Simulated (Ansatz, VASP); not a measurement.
# Ni in VASP and in Ansatz

The input INCAR:

```
SYSTEM = Ni
PREC = Accurate ; ENCUT = 520
EDIFF = 1E-6 ; ISMEAR = -1
SIGMA = 0.1 ; LREAL = .False.
LASPH = .True. ; NELM = 150
ALGO = Normal ; ISIF = 2
LWAVE = .False. ; LCHARG = .False.
ISPIN = 2 ; MAGMOM = 1 1
LORBIT = 11 ; LMAXMIX = 4
GGA = PE ; NBANDS = 21
```

File KPOINTS:

```
regular mesh
0
Gamma
  16 16 12
  0 0 0
```

The input POSCAR:

```
Ni
1.0
    1.7602627090      1.7602627090      0.0000000000
   -1.7602627090      1.7602627090      0.0000000000
    0.0000000000      0.0000000000      3.5205254179
Ni
2
Direct
    0.0000000000      0.0000000000      0.0000000000
    0.5000000000      0.5000000000      0.5000000000
```

Input for Ansatz:

```yaml
crystal:
  lattice:
    - [1.760262709, 1.760262709, 0.0]
    - [-1.760262709, 1.760262709, 0.0]
    - [0.0, 0.0, 3.5205254179]
  atoms:
    - { symbol: Ni, position: [0.0, 0.0, 0.0], spin: 1.0 }
    - { symbol: Ni, position: [0.5, 0.5, 0.5], spin: 1.0 }
magnetization:
  spin_polarized: true
kpoints:
  mp_grid: { grid: [16, 16, 12] }
scf:
  occupations: { method: fermi_dirac, width: 0.1 }
hamiltonian:
  xc: pbe
  pseudopotentials: { kind: paw }
output:
  forces: true
  stress: true
  eigenvalues: true
```

Alike in both runs: task single point; functional PBE; k mesh 16 × 16 × 12; occupations fermi-dirac, width 0.1 eV; collinear spin.

```csv
,VASP,Ansatz
version,VASP 6.6.1,Ansatz 0.2.0
potentials or method,"VASP PAW PBE potentials, release 64 (Ni)","PAW with Ansatz's default frozen-core files, scalar-relativistic"
plane-wave cutoff (eV),520,420
valence electrons in the cell,20,36
```

|  | VASP | Ansatz | Ansatz less VASP |
| --- | --- | --- | --- |
| pressure (GPa) | -0.1 | 0.0 | +0.12 |
| traceless stress, the component that is largest in VASP (GPa) | 0.05 | 0.05 | +0.003 |
| net moment per atom (μB) | 0.61 | 0.62 | +0.013 |
| size of the moment on the site where the two differ most (μB) | 0.62 | 0.66 | +0.038 |

Site moments also hang on the region over which each program counts them. With one functional, cell and mesh, what is left measures potentials, basis and numerics. VASP's potentials hold 20 valence electrons a cell and Ansatz's 36, so a difference there can come from the potentials and not from the codes.
